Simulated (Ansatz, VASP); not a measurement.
**One calculation of Zn2CdO3, two programs**

```xyz
6
Lattice="-2.8645 2.8645 3.0063 2.8645 -2.8645 3.0063 2.8645 2.8645 -3.0063" Properties=species:S:1:pos:R:3 pbc="T T T"
Zn    0.0000    2.8645    2.9416
Zn    0.0000    2.8645    0.0647
Cd    0.0000    0.0000    3.0063
O     0.0000    0.0000    0.0000
O     2.8645    0.0000    1.5031
O     0.0000    2.8645    1.5031
```

Alike in both runs: task single point; functional PBE; k mesh 4 × 4 × 4; occupations gaussian, width 0.1 eV; no spin polarisation.

```csv
,VASP,Ansatz
version,VASP 6.6.1,Ansatz 0.2.0
potentials or method,"VASP PAW PBE potentials, release 64 (Zn, Cd, O), cutoff 600 eV","scalar-relativistic, plane waves, PAW"
valence electrons in the cell,54,62
```

```csv
,VASP,Ansatz,Ansatz less VASP
gap on the k mesh at the Fermi level (eV),none,none,-
rms of the force components (eV/Å),3.835,3.658,-0.1766
```

Atom by atom the forces differ by 0.177 eV/Å (rms over components). A gap of «none» marks a metal or a gap that the smearing closes. The functional is the same, so the differences come from potentials, cutoffs and numerics. VASP's potentials hold 54 valence electrons a cell and Ansatz's 62, so a difference there can come from the potentials and not from the codes.

The k mesh is coarse, so the values compare programs but aren't converged.
